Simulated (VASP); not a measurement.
# Ni (Fm-3m) in VASP: notebook

Runs on Ni. Level: PBE. Tasks: single point.

Everything below comes from runs of VASP 6.6.1. Logs are shortened: lines on timing, memory, paths and dates and some standing lists are left out, and cuts for length are marked.

## 1. The cell of the first run

Symmetry: Fm-3m, No. 225, cubic system. Conventional cell: a = 3.535 Å, b = 3.535 Å, c = 3.535 Å, α = 90.00°, β = 90.00°, γ = 90.00°. Within 3.3 Å of Ni (site symmetry m-3m) lie 12 Ni at 2.50 Å.

## 2. Single point, PBE, collinear spin, antiferromagnetic start

Input file INCAR:

```
SYSTEM = Ni
  ALGO = Normal
  EDIFF = 1E-7
  ENCUT = 520
  GGA = PE
  ISIF = 2
  ISMEAR = -1
  ISPIN = 2
  LASPH = .True.
  LCHARG = .True.
  LELF = .True.
  LMAXMIX = 4
  LORBIT = 11
  LREAL = .False.
  LVHAR = .True.
  LWAVE = .False.
  MAGMOM = 2 -2
  NBANDS = 21
  NELM = 150
  PREC = Accurate
  SIGMA = 0.1
```

Input file KPOINTS:

```
k-points
0
Gamma
  12 12 12
  0 0 0
```

Input file POSCAR:

```
Ni
1.0
    3.5347000000      1.7673500000      1.7673500000
    1.7673500000      3.5347000000      1.7673500000
    1.7673500000      1.7673500000      3.5347000000
Ni
2
Direct
    0.0000000000      0.0000000000      0.0000000000
    0.5000000000      0.5000000000      0.5000000000
```

Potentials or basis: VASP PAW PBE potentials, release 64 (Ni).

The run is started by

```console
cat potpaw_PBE.64/Ni/POTCAR > POTCAR
mpirun -np 1 vasp_std > vasp.out
```

OUTCAR:

```text
SYSTEM = Ni
   EDIFF = 1E-7
   ENCUT = 520
   GGA = PE
   ISIF = 2
   ISMEAR = -1
   ISPIN = 2
   LASPH = .True.
   LORBIT = 11
   LREAL = .False.
   NELM = 150
   PREC = Accurate

 ion  position               nearest neighbor table
   1  0.000  0.000  0.000-   2 2.50   2 2.50   2 2.50   2 2.50   2 2.50   2 2.50
   2  0.500  0.500  0.500-   1 2.50   1 2.50   1 2.50   1 2.50   1 2.50   1 2.50

  LATTYP: Found a trigonal (rhomboedric) cell.
 ALAT       =     4.3291056969
 COS(alpha) =     0.8333333333

  Lattice vectors:

 A1 = (   3.5347000000,   1.7673500000,   1.7673500000)
 A2 = (   1.7673500000,   3.5347000000,   1.7673500000)
 A3 = (   1.7673500000,   1.7673500000,   3.5347000000)

Analysis of symmetry for initial positions (statically):
=====================================================================
 Subroutine PRICEL returns following result:

  LATTYP: Found a face centered cubic cell.
 ALAT       =     3.5347000000

  Lattice vectors:

 A1 = (   0.0000000000,  -1.7673500000,   1.7673500000)
 A2 = (  -1.7673500000,  -0.0000000000,   1.7673500000)
 A3 = (  -1.7673500000,  -1.7673500000,   0.0000000000)

   2 primitive cells build up your supercell.

 Routine SETGRP: Setting up the symmetry group for a
 trigonal (rhombohedral) supercell.

 Subroutine GETGRP returns: Found 12 space group operations
 (whereof 12 operations were pure point group operations)
 out of a pool of 12 trial point group operations.

The static configuration has the point symmetry D_3d.

Analysis of symmetry for dynamics (positions and initial velocities):
=====================================================================
 Subroutine PRICEL returns following result:

  LATTYP: Found a face centered cubic cell.
 ALAT       =     3.5347000000

  Lattice vectors:

 A1 = (   0.0000000000,  -1.7673500000,   1.7673500000)
 A2 = (  -1.7673500000,  -0.0000000000,   1.7673500000)
 A3 = (  -1.7673500000,  -1.7673500000,   0.0000000000)

   2 primitive cells build up your supercell.

 Routine SETGRP: Setting up the symmetry group for a
 trigonal (rhombohedral) supercell.

 Subroutine GETGRP returns: Found 12 space group operations
 (whereof 12 operations were pure point group operations)
 out of a pool of 12 trial point group operations.

The dynamic configuration has the point symmetry D_3d.

Analysis of structural, dynamic, and magnetic symmetry:
=====================================================================
 Subroutine PRICEL returns following result:

  LATTYP: Found a face centered cubic cell.
 ALAT       =     3.5347000000

  Lattice vectors:

 A1 = (   0.0000000000,  -1.7673500000,   1.7673500000)
 A2 = (  -1.7673500000,  -0.0000000000,   1.7673500000)
 A3 = (  -1.7673500000,  -1.7673500000,   0.0000000000)

   2 primitive cells build up your supercell.

 Routine SETGRP: Setting up the symmetry group for a
 trigonal (rhombohedral) supercell.

 Subroutine GETGRP returns: Found 12 space group operations
 (whereof 12 operations were pure point group operations)
 out of a pool of 12 trial point group operations.

The overall configuration has the point symmetry D_3d.

 Subroutine INISYM returns: Found 12 space group operations
 (whereof 12 operations are pure point group operations),
 and found     2 'primitive' translations

----------------------------------------------------------------------------------------

                                     Primitive cell

  volume of cell :      11.0407

  direct lattice vectors                    reciprocal lattice vectors
     0.000000000 -1.767350000  1.767350000     0.282909441 -0.282909441  0.282909441
    -1.767350000 -0.000000000  1.767350000    -0.282909441  0.282909441  0.282909441
    -1.767350000 -1.767350000  0.000000000    -0.282909441 -0.282909441 -0.282909441

  length of vectors
     2.499410339  2.499410339  2.499410339     0.490013525  0.490013525  0.490013525

  position of ions in fractional coordinates (direct lattice)
     0.000000000  0.000000000  0.000000000

  ion indices of the primitive-cell ions
   primitive index   ion index
                 1           1

----------------------------------------------------------------------------------------

 KPOINTS: k-points

Automatic generation of k-mesh.
 Grid dimensions read from file:
 generate k-points for:   12   12   12

 Generating k-lattice:

  Cartesian coordinates                     Fractional coordinates (reciprocal lattice)
     0.035363680 -0.011787893 -0.011787893     0.083333333  0.000000000  0.000000000
    -0.011787893  0.035363680 -0.011787893     0.000000000  0.083333333  0.000000000
    -0.011787893 -0.011787893  0.035363680     0.000000000  0.000000000  0.083333333

  Length of vectors
     0.039096019  0.039096019  0.039096019

  Shift w.r.t. Gamma in fractional coordinates (k-lattice)
     0.000000000  0.000000000  0.000000000

 Subroutine IBZKPT returns following result:
 ===========================================

 Found    189 irreducible k-points:

 Following reciprocal coordinates:
            Coordinates               Weight
  0.000000  0.000000  0.000000      1.000000
  0.083333 -0.000000  0.000000      6.000000
  0.166667  0.000000  0.000000      6.000000
  0.250000  0.000000  0.000000      6.000000
  0.333333  0.000000  0.000000      6.000000
  0.416667  0.000000  0.000000      6.000000
[... 16 lines left out ...]
  0.500000  0.166667 -0.000000     12.000000
 -0.416667  0.166667 -0.000000     12.000000
 [... further k-points ...]
   k-points           NKPTS =    189   k-points in BZ     NKDIM =    189   number of bands    NBANDS=     21
   number of dos      NEDOS =    301   number of ions     NIONS =      2
   total plane-waves  NPLWV =  32768
   dimension x,y,z NGX =    32 NGY =   32 NGZ =   32
   dimension x,y,z NGXF=    64 NGYF=   64 NGZF=   64
   ions per type =               2
   NGX,Y,Z   is equivalent  to a cutoff of  12.29, 12.29, 12.29 a.u.
   NGXF,Y,Z  is equivalent  to a cutoff of  24.58, 24.58, 24.58 a.u.
 SYSTEM =  Ni
   PREC   = accura    normal or accurate (medium, high low for compatibility)
   ISTART =      0    job   : 0-new  1-cont  2-samecut
   ICHARG =      2    charge: 1-file 2-atom 10-const
   ISPIN  =      2    spin polarized calculation?
   LNONCOLLINEAR =      F non collinear calculations
   LSORBIT =      F    spin-orbit coupling
   LASPH  =      T    aspherical Exc in radial PAW
   ENCUT  =  520.0 eV  38.22 Ry    6.18 a.u.   8.05  8.05  8.05*2*pi/ulx,y,z
   NELM   =    150;   NELMIN=  2; NELMDL= -5     # of ELM steps
   EDIFF  = 0.1E-06   stopping-criterion for ELM
   LREAL  =      F    real-space projection
   EDIFFG = 0.1E-05   stopping-criterion for IOM
   NSW    =      0    number of steps for IOM
   IBRION =     -1    ionic relax: 0-MD 1-quasi-New 2-CG
   NFREE  =      0    steps in history (QN), initial steepest desc. (CG)
   ISIF   =      2    stress and relaxation
   ISYM   =      2    0-nonsym 1-usesym 2-fastsym
   POTIM  = 0.5000    time-step for ionic-motion
   TEBEG  =    0.0;   TEEND  =   0.0 temperature during run
   PSTRESS=    0.0 pullay stress
   NELECT =      20.0000    total number of electrons
   NUPDOWN=      -1.0000    fix difference up-down
   EMIN   =  10.00;   EMAX   =-10.00  energy-range for DOS
   EFERMI =   0.00;   METHOD = LEGACY
   ISMEAR =    -1;   SIGMA  =   0.10  broadening in eV -4-tet -1-fermi 0-gaus
   EFERMI_NEDOS =   21; number of points for ismear=-14 and -15
   IALGO  =     38    algorithm
   IMIX   =      4    mixing-type and parameters
     AMIX     =   0.40;   BMIX     =  1.00
     AMIX_MAG =   1.60;   BMIX_MAG =  1.00
  volume/ion in A,a.u.               =      11.04        74.51
  Fermi-wavevector in a.u.,A,eV,Ry     =   1.583953  2.993237 34.135750  2.508907
  Thomas-Fermi vector in A             =   2.683645
   LORBIT       =     11    0 simple, 1 ext, 2 COOP (PROOUT), +10 PAW based schemes
   GGA     = PE    functional components
   LHFCALC =     F    Hartree Fock is set to
   AEXX    =    0.0000 exact exchange contribution
   IVDW    =     0    specifies the selected vdW correction
   LEPSILON=     F    determine dielectric tensor
   LRPA    =     F    only Hartree local field effects (RPA)
 spin polarized calculation
  energy-cutoff  :      520.00
  volume of cell :       22.08
 maximum number of plane-waves:       609
   NGX = 17   NGY = 17   NGZ = 17

 number of electron      20.0000009 magnetization      -0.0000000

 number of electron      20.0000009 magnetization       0.0000000

 Free energy of the ion-electron system (eV)
  ---------------------------------------------------
  ext. energy  EPLUGINS =         0.00000000
  ---------------------------------------------------
  free energy    TOTEN  =       -10.93010083 eV

  energy without entropy =      -10.75519928  energy(sigma->0) =      -10.84265005

 E-fermi :   9.0051     XC(G=0): -13.1677

 val. band max:        9.0025671003   @ k =  -0.4167   0.0833   0.0833
 cond. band min:       9.0105533154   @ k =  -0.2500  -0.2500   0.0833
 fundamental gap:      0.0079862151
 Fermi energy:         9.0050961118

 spin component 1

 k-point     1 :       0.0000    0.0000    0.0000
  band No.  band energies     occupation
      1       0.2438      1.00000
      2       4.6483      1.00000
      3       7.1263      1.00000
      4       7.1263      1.00000
      5       7.1725      1.00000
      6       7.1725      1.00000
[... 550 lines left out ...]
      5       6.7178      1.00000
      6       6.7999      1.00000
[... 13 lines left out ...]
     20      35.9866      0.00000
     21      38.7838      0.00000

 [... further k-points ...]

 spin component 2

 k-point     1 :       0.0000    0.0000    0.0000
  band No.  band energies     occupation
      1       0.2438      1.00000
      2       4.6483      1.00000
      3       7.1263      1.00000
      4       7.1263      1.00000
      5       7.1725      1.00000
      6       7.1725      1.00000
[... 550 lines left out ...]
      5       6.7178      1.00000
      6       6.7999      1.00000
[... 13 lines left out ...]
     20      35.9866      0.00000
     21      38.7838      0.00000

 [... further k-points ...]

------------------------ aborting loop because EDIFF is reached ----------------------------------------

  FORCE on cell =-STRESS in cart. coord.  units (eV):
  Direction    XX          YY          ZZ          XY          YZ          ZX
  --------------------------------------------------------------------------------------
  -------------------------------------------------------------------------------------
  Total       -0.4490489     -0.4490489     -0.4490489      0.0110146      0.0110146      0.0110146
  in kB      -32.5819074    -32.5819074    -32.5819074      0.7991940      0.7991940      0.7991940
  external PRESSURE =     -32.5819074 kB  Pullay stress =       0.0000000 kB

 VOLUME and BASIS-vectors are now :
 -----------------------------------------------------------------------------
  energy-cutoff  :      520.00
  volume of cell :       22.08
      direct lattice vectors                 reciprocal lattice vectors
     3.534700000  1.767350000  1.767350000     0.424364161 -0.141454720 -0.141454720
     1.767350000  3.534700000  1.767350000    -0.141454720  0.424364161 -0.141454720
     1.767350000  1.767350000  3.534700000    -0.141454720 -0.141454720  0.424364161

 POSITION                                       TOTAL-FORCE (eV/Angst)
 -----------------------------------------------------------------------------------
      0.00000      0.00000      0.00000         0.000000      0.000000     -0.000000
      3.53470      3.53470      3.53470        -0.000000     -0.000000      0.000000
 -----------------------------------------------------------------------------------
    total drift:                               -0.000000      0.000000     -0.000000

  FREE ENERGIE OF THE ION-ELECTRON SYSTEM (eV)
  ---------------------------------------------------
  free  energy   TOTEN  =       -10.9301008274 eV

  energy  without entropy=      -10.7551992765  energy(sigma->0) =      -10.84265005

 total charge

# of ion       s       p       d       tot
------------------------------------------
    1        0.488   0.480   8.318   9.286
    2        0.488   0.480   8.318   9.286
--------------------------------------------------
tot          0.976   0.961  16.636  18.573

 magnetization (x)

# of ion       s       p       d       tot
------------------------------------------
    1       -0.000  -0.000  -0.000  -0.000
    2        0.000   0.000   0.000   0.000
--------------------------------------------------
tot          0.000   0.000   0.000   0.000
```

Run time: 4.1 min. Hardware: 1 thread of Intel Xeon Platinum 8488C (Sapphire Rapids), shared host; peak memory 0.29 GiB.

What came out:

* Free energy: -10.9301 eV
* Pressure: -3.3 GPa
* Band gap on the k mesh: zero (filled and empty bands overlap)
* Net moment: 0.00 μB per cell
* Valence electrons inside the program's atomic spheres: Ni 9.29

Stress tensor (GPa, compression positive):
```
-3.26  0.08  0.08
 0.08 -3.26  0.08
 0.08  0.08 -3.26
```

Levels at points of the mesh, in eV from the Fermi level:
Spin up:
| k point | band 8 | band 9 | band 10 | band 11 | band 12 | band 13 |
| --- | --- | --- | --- | --- | --- | --- |
| (0.00, 0.00, 0.00) | -0.76 | -0.76 | -0.13 | -0.04 | -0.04 | 5.94 |
| (0.50, 0.00, 0.00) | -1.02 | 0.01 | 0.01 | 2.56 | 2.56 | 8.62 |
| (0.50, 0.50, 0.00) | -0.04 | -0.04 | 0.14 | 0.14 | 2.59 | 5.94 |
| (0.50, 0.50, 0.50) | -1.63 | -0.67 | -0.67 | -0.67 | -0.67 | 14.51 |
Spin down:
```tsv
k point	band 7	band 8	band 9	band 10	band 11	band 12	band 13	band 14
(0.00, 0.00, 0.00)	-1.83	-0.76	-0.76	-0.13	-0.04	-0.04	5.94	22.18
(0.50, 0.00, 0.00)	-1.02	-1.02	0.01	0.01	2.56	2.56	8.62	8.62
(0.50, 0.50, 0.00)	-0.06	-0.04	-0.04	0.14	0.14	2.59	5.94	9.38
(0.50, 0.50, 0.50)	-1.63	-1.63	-0.67	-0.67	-0.67	-0.67	14.51	14.51
```

Caveat: the cell stands under tension.

[end of part 1 of 2]
